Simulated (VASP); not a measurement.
# Be24Cl in VASP: relaxation of the atoms with PBE

Aim: the relaxation of the atoms of Be24Cl with PBE.

Program: VASP 6.6.1. These are calculated values, not measurements. Logs are shortened: lines on timing, memory, paths and dates and some standing lists are left out, and cuts for length are marked.

### 1 The cell of the first run

The cell holds a slab with vacuum, 25 atoms: a = 4.525 Å, b = 7.134 Å, c = 19.869 Å, α = 90.00°, β = 90.00°, γ = 90.00°.

### 2 Relaxation of the atoms, PBE

Input file INCAR:

```
SYSTEM = Be24Cl
  PREC = Accurate
  ENCUT = 520
  EDIFF = 1E-7
  ISMEAR = 0
  SIGMA = 0.1
  LREAL = .FALSE.
  LASPH = .TRUE.
  NELM = 120
  ALGO = Normal
  ISIF = 2
  LWAVE = .FALSE.
  LCHARG = .FALSE.
  LDIPOL = .TRUE.
  IDIPOL = 3
  DIPOL = 0.5 0.5 0.321
  GGA = PE
  IBRION = 2
  NSW = 36
  EDIFFG = -0.025
  GGA_COMPAT = .FALSE.
  NELMIN = 4
  NELMDL = -8
  KPAR = 4
```

Input file KPOINTS:

```
Automatic mesh
0
G
  6 4 1
  0 0 0
```

Input file POSCAR:

```
Be24Cl
1.0
    4.5254381414      0.0000000000      0.0000000000
    0.0000000000      7.1336190818      0.0000000000
    0.0000000000      0.0000000000     19.8685529777
Be Cl
24 1
Selective dynamics
Direct
    0.0000000000      0.3750000000      0.2013231665  F F F
    0.0000000000      0.8750000000      0.2013231665  F F F
    0.5000000000      0.3750000000      0.2013231665  F F F
    0.5000000000      0.8750000000      0.2013231665  F F F
    0.2500000000      0.1250000000      0.2341987732  F F F
    0.2500000000      0.6250000000      0.2341987732  F F F
    0.7500000000      0.1250000000      0.2341987732  F F F
    0.7500000000      0.6250000000      0.2341987732  F F F
    0.2500000000      0.3750000000      0.2999499865  F F F
    0.2500000000      0.8750000000      0.2999499865  F F F
    0.7500000000      0.3750000000      0.2999499865  F F F
    0.7500000000      0.8750000000      0.2999499865  F F F
    0.0000000000      0.1250000000      0.3268353583  F F F
    0.0000000000      0.6250000000      0.3268353583  F F F
    0.5000000000      0.1250000000      0.3268353583  F F F
    0.5000000000      0.6250000000      0.3268353583  F F F
    0.0000000000      0.3750000000      0.3993099146  F F F
    0.0000000000      0.8750000000      0.3993099146  F F F
    0.5000000000      0.3750000000      0.3993099146  F F F
    0.5000000000      0.8750000000      0.3993099146  F F F
    0.2500000000      0.1250000000      0.4211958962  F F F
    0.2500000000      0.6250000000      0.4211958962  F F F
    0.7500000000      0.1250000000      0.4211958962  F F F
    0.7500000000      0.6250000000      0.4211958962  F F F
    0.5000000000      0.1250000000      0.5045017202  F F T
```

Potentials or basis: VASP PAW PBE potentials, release 64 (Be, Cl).

Started as:

```sh
cat potpaw_PBE.64/Be/POTCAR potpaw_PBE.64/Cl/POTCAR > POTCAR
mpirun -np 4 vasp_std > vasp.out
```

OUTCAR:

```text
SYSTEM = Be24Cl
   PREC = Accurate
   ENCUT = 520
   EDIFF = 1E-7
   ISMEAR = 0
   LREAL = .FALSE.
   LASPH = .TRUE.
   NELM = 120
   ISIF = 2
   GGA = PE
   IBRION = 2
   NSW = 36
   EDIFFG = -0.025
   NELMIN = 4
   NELMDL = -8

 ion  position               nearest neighbor table
   1  0.000  0.375  0.201-   5 2.21   6 2.21   7 2.21   8 2.21   3 2.26   3 2.26  11 2.26   9 2.26

   2  0.000  0.875  0.201-   5 2.21   6 2.21   7 2.21   8 2.21   4 2.26   4 2.26  12 2.26  10 2.26

   3  0.500  0.375  0.201-   5 2.21   6 2.21   7 2.21   8 2.21   1 2.26   1 2.26  11 2.26   9 2.26
[... 39 lines left out ...]
  23  0.750  0.125  0.421-  25 2.00  18 2.16  19 2.16  20 2.16  17 2.16  15 2.19  13 2.19  21 2.26
                            21 2.26
  24  0.750  0.625  0.421-  17 2.16  18 2.16  19 2.16  20 2.16  14 2.19  16 2.19  22 2.26  22 2.26

  25  0.500  0.125  0.505-  21 2.00  23 2.00

  LATTYP: Found a simple orthorhombic cell.
 ALAT       =     4.5254381414
 B/A-ratio  =     1.5763377730
 C/A-ratio  =     4.3904153271

  Lattice vectors:

 A1 = (   4.5254381414,   0.0000000000,   0.0000000000)
 A2 = (   0.0000000000,   7.1336190818,   0.0000000000)
 A3 = (   0.0000000000,   0.0000000000,  19.8685529777)

Analysis of symmetry for initial positions (statically):
=====================================================================
 Subroutine PRICEL returns:
 Original cell was already a primitive cell.

 Routine SETGRP: Setting up the symmetry group for a
 simple orthorhombic supercell.

 Subroutine GETGRP returns: Found  4 space group operations
 (whereof  2 operations were pure point group operations)
 out of a pool of  8 trial point group operations.

The static configuration has the point symmetry C_1h.
 The point group associated with its full space group is C_2v.

Analysis of symmetry for dynamics (positions and initial velocities):
=====================================================================
 Subroutine PRICEL returns:
 Original cell was already a primitive cell.

 Routine SETGRP: Setting up the symmetry group for a
 simple orthorhombic supercell.

 Subroutine GETGRP returns: Found  4 space group operations
 (whereof  2 operations were pure point group operations)
 out of a pool of  8 trial point group operations.

[... 160 lines left out ...]
   NELECT =      55.0000    total number of electrons
   NUPDOWN=      -1.0000    fix difference up-down
   EMIN   =  10.00;   EMAX   =-10.00  energy-range for DOS
   EFERMI =   0.00;   METHOD = LEGACY
   ISMEAR =     0;   SIGMA  =   0.10  broadening in eV -4-tet -1-fermi 0-gaus
   EFERMI_NEDOS =   21; number of points for ismear=-14 and -15
   IALGO  =     38    algorithm
   IMIX   =      4    mixing-type and parameters
     AMIX     =   0.40;   BMIX     =  1.00
     AMIX_MAG =   1.60;   BMIX_MAG =  1.00
  volume/ion in A,a.u.               =      25.66       173.14
  Fermi-wavevector in a.u.,A,eV,Ry     =   0.721911  1.364213  7.090745  0.521155
  Thomas-Fermi vector in A             =   1.811739
   LORBIT       =      0    0 simple, 1 ext, 2 COOP (PROOUT), +10 PAW based schemes
   GGA     = PE    functional components
   LHFCALC =     F    Hartree Fock is set to
   AEXX    =    0.0000 exact exchange contribution
   IVDW    =     0    specifies the selected vdW correction
   LEPSILON=     F    determine dielectric tensor
   LRPA    =     F    only Hartree local field effects (RPA)
 conjugate gradient relaxation of ions
 non-spin polarized calculation
 Gauss-broadening in eV      SIGMA  =   0.10
  energy-cutoff  :      520.00
  volume of cell :      641.41
 maximum number of plane-waves:     17327
 NGX is ok and might be reduce to    36
   NGX = 17   NGY = 27   NGZ = 73

 dipolmoment           0.000000      0.000000     -0.002560 electrons x Angstroem

--------------------------------------- Ionic step        1  -------------------------------------------

 number of electron      55.0000002 magnetization

 Free energy of the ion-electron system (eV)
  ---------------------------------------------------
  ext. energy  EPLUGINS =         0.00000000
  ---------------------------------------------------
  free energy    TOTEN  =       -86.60414962 eV

  energy without entropy =      -86.58861490  energy(sigma->0) =      -86.59638226

------------------------ aborting loop because EDIFF is reached ----------------------------------------

  FORCE on cell =-STRESS in cart. coord.  units (eV):
  Direction    XX          YY          ZZ          XY          YZ          ZX
  --------------------------------------------------------------------------------------
  -------------------------------------------------------------------------------------
  Total        1.1069059     -3.2958854      2.1689029      0.0000000      0.0000000      0.0000000
  in kB        2.7649323     -8.2327684      5.4176870      0.0000000      0.0000000      0.0000000
  external PRESSURE =      -0.0167164 kB  Pullay stress =       0.0000000 kB
[... 105 lines left out ...]
--------------------------------------- Ionic step        3  -------------------------------------------

 number of electron      55.0000002 magnetization

 dipolmoment           0.000000      0.000000      0.151539 electrons x Angstroem

 Free energy of the ion-electron system (eV)
  ---------------------------------------------------
  ext. energy  EPLUGINS =         0.00000000
  ---------------------------------------------------
  free energy    TOTEN  =       -86.68384803 eV

  energy without entropy =      -86.66840080  energy(sigma->0) =      -86.67612441

 E-fermi :  -1.0790     XC(G=0):  -4.3798

 val. band max:       -1.1075948826   @ k =   0.5000   0.5000   0.0000
 cond. band min:      -1.0331123863   @ k =   0.0000   0.0000   0.0000
 fundamental gap:      0.0744824963
 Fermi energy:        -1.0790403870

 k-point     1 :       0.0000    0.0000    0.0000
  band No.  band energies     occupation
      1     -16.9367      2.00000
      2     -11.3097      2.00000
      3      -9.2766      2.00000
      4      -9.1784      2.00000
      5      -9.1564      2.00000
      6      -7.2986      2.00000
[... 493 lines left out ...]
     38       3.4415      0.00000
     39       3.6513      0.00000
 [bands above 39 left out]

------------------------ aborting loop because EDIFF is reached ----------------------------------------

 vacuum level on the upper side and lower side of the slab       (xc-potential included)         0.407        -0.419

  FORCE on cell =-STRESS in cart. coord.  units (eV):
  Direction    XX          YY          ZZ          XY          YZ          ZX
  --------------------------------------------------------------------------------------
  -------------------------------------------------------------------------------------
  Total        0.5297117     -3.6442538     -0.2779810      0.0000000      0.0000000      0.0000000
  in kB        1.3231631     -9.1029552     -0.6943668      0.0000000      0.0000000      0.0000000
  external PRESSURE =      -2.8247196 kB  Pullay stress =       0.0000000 kB
[... 40 lines left out ...]
  FREE ENERGIE OF THE ION-ELECTRON SYSTEM (eV)
  ---------------------------------------------------
  free  energy   TOTEN  =       -86.6838480309 eV

  energy  without entropy=      -86.6684007983  energy(sigma->0) =      -86.67612441

 reached required accuracy - stopping structural energy minimisation

 vacuum level on the upper side and lower side of the slab         4.067         3.218
```

OSZICAR:

```text
N       E                     dE             d eps       ncg     rms          rms(c)
DAV:   1     0.267395011519E+03    0.26740E+03   -0.18421E+04   960   0.101E+03
DAV:   2    -0.656843009085E+02   -0.33308E+03   -0.32279E+03  1368   0.205E+02
DAV:   3    -0.930689607883E+02   -0.27385E+02   -0.26397E+02  1160   0.561E+01
[... 66 lines left out ...]
DAV:  15    -0.866838442879E+02   -0.11796E-05   -0.61868E-07  1192   0.250E-03    0.229E-03
DAV:  16    -0.866838471719E+02   -0.28839E-05   -0.45893E-07  1144   0.188E-03    0.198E-03
DAV:  17    -0.866838477875E+02   -0.61560E-06   -0.13365E-07   968   0.109E-03    0.298E-03
DAV:  18    -0.866838479681E+02   -0.18065E-06   -0.78903E-08   928   0.926E-04    0.107E-03
DAV:  19    -0.866838480309E+02   -0.62826E-07   -0.10144E-07   936   0.952E-04
   3 F= -.86683848E+02 E0= -.86676124E+02  d E =-.796984E-01
```

Wall time 6.9 min (4 MPI ranks of Intel Xeon Platinum 8559C (Emerald Rapids), shared host); peak memory 0.8 GiB.

Results:

```yaml
Free_energy: -86.6838 eV
Energy_gained_by_relaxing: 3.2 meV/atom
Ionic_steps: 3
Band_gap_on_the_k_mesh: zero (an odd number of electrons rules out a gap without spin polarisation)
```

The path:
```csv
step,energy change (eV),largest force on free atoms (eV/Å),pressure (GPa)
1,0.0000,1.3266,0.00
2,-0.0610,0.6020,-0.15
3,-0.0797,0.0159,-0.28
```

Final structure:
```yaml
crystal:
  lattice:
    - [4.52544, 0.00000, 0.00000]
    - [0.00000, 7.13362, 0.00000]
    - [0.00000, 0.00000, 19.86855]
  atoms:
    - { symbol: Be, position: [0.00000, 0.37500, 0.20132] }
    - { symbol: Be, position: [0.00000, 0.87500, 0.20132] }
    - { symbol: Be, position: [0.50000, 0.37500, 0.20132] }
    - { symbol: Be, position: [0.50000, 0.87500, 0.20132] }
    - { symbol: Be, position: [0.25000, 0.12500, 0.23420] }
    - { symbol: Be, position: [0.25000, 0.62500, 0.23420] }
    - { symbol: Be, position: [0.75000, 0.12500, 0.23420] }
    - { symbol: Be, position: [0.75000, 0.62500, 0.23420] }
    - { symbol: Be, position: [0.25000, 0.37500, 0.29995] }
    - { symbol: Be, position: [0.25000, 0.87500, 0.29995] }
    - { symbol: Be, position: [0.75000, 0.37500, 0.29995] }
    - { symbol: Be, position: [0.75000, 0.87500, 0.29995] }
    - { symbol: Be, position: [0.00000, 0.12500, 0.32684] }
    - { symbol: Be, position: [0.00000, 0.62500, 0.32684] }
    - { symbol: Be, position: [0.50000, 0.12500, 0.32684] }
    - { symbol: Be, position: [0.50000, 0.62500, 0.32684] }
    - { symbol: Be, position: [0.00000, 0.37500, 0.39931] }
    - { symbol: Be, position: [0.00000, 0.87500, 0.39931] }
    - { symbol: Be, position: [0.50000, 0.37500, 0.39931] }
    - { symbol: Be, position: [0.50000, 0.87500, 0.39931] }
    - { symbol: Be, position: [0.25000, 0.12500, 0.42120] }
    - { symbol: Be, position: [0.25000, 0.62500, 0.42120] }
    - { symbol: Be, position: [0.75000, 0.12500, 0.42120] }
    - { symbol: Be, position: [0.75000, 0.62500, 0.42120] }
    - { symbol: Cl, position: [0.50000, 0.12500, 0.51106] }
```

Levels at points of the mesh, in eV from the Fermi level:
| k point | band 24 | band 25 | band 26 | band 27 | band 28 | band 29 | band 30 | band 31 |
| --- | --- | --- | --- | --- | --- | --- | --- | --- |
| (0.00, 0.00, 0.00) | -1.88 | -1.66 | -0.86 | -0.05 | 0.05 | 0.26 | 0.87 | 1.71 |
| (0.50, 0.00, 0.00) | -1.02 | -0.69 | -0.28 | 0.82 | 0.83 | 1.38 | 1.48 | 1.50 |
| (0.00, 0.50, 0.00) | -1.31 | -1.09 | -0.97 | -0.84 | -0.70 | 0.18 | 0.47 | 1.42 |
| (0.50, 0.50, 0.00) | -1.55 | -0.45 | -0.14 | -0.03 | 0.10 | 0.51 | 0.60 | 0.61 |

Caveat: an odd number of electrons without spin polarisation forces a metal; a magnetic or distorted state may lie lower.
